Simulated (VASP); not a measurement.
Write the native input for VASP 6.6.1 that does the following.

| Item | Value |
| --- | --- |
| Task | single point |
| Functional | PBE |
| Potentials or basis | VASP PAW PBE potentials, release 64 (Ge_d) |
| Cutoff | 520 eV |
| k mesh | 44 × 44 × 44 |
| Occupations | fermi-dirac, width 0.0612256 eV |
| Spin | no spin polarisation |
| Dipole correction | no |
| Further INCAR settings | ALGO = Normal; EDIFF = 1e-06; NBANDS = 13 |

The structure of Ge lies in POSCAR:

```
Ge
1.0
    0.0000000000      2.1823558756      2.1823558756
    2.1823558756      0.0000000000      2.1823558756
    2.1823558756      2.1823558756      0.0000000000
Ge
1
Direct
    0.0000000000      0.0000000000      0.0000000000
```

These files were run (other wordings do the same):

INCAR

```
SYSTEM = Ge
PREC = Accurate
ENCUT = 520
EDIFF = 1E-6
ISMEAR = -1
SIGMA = 0.06122561905347299
LREAL = .False.
LASPH = .True.
NELM = 100
ALGO = Normal
ISIF = 2
LWAVE = .False.
LCHARG = .False.
GGA = PE
NBANDS = 13
```

KPOINTS

```
regular mesh
0
Gamma
  44 44 44
  0 0 0
```

Potentials or basis: VASP PAW PBE potentials, release 64 (Ge_d).

The run is started by

```bash
$ cat potpaw_PBE.64/Ge_d/POTCAR > POTCAR
$ mpirun -np 1 vasp_std > vasp.out
```

It gave:

```
Pressure               : -3.5 GPa
Band gap on the k mesh : zero (band 7 reaches 13.88 eV, above the bottom of band 8 at 3.63 eV)
```

Wall time 12 min on 1 thread of AMD EPYC 7R13, with other jobs on the host, peak memory 0.57 GiB.
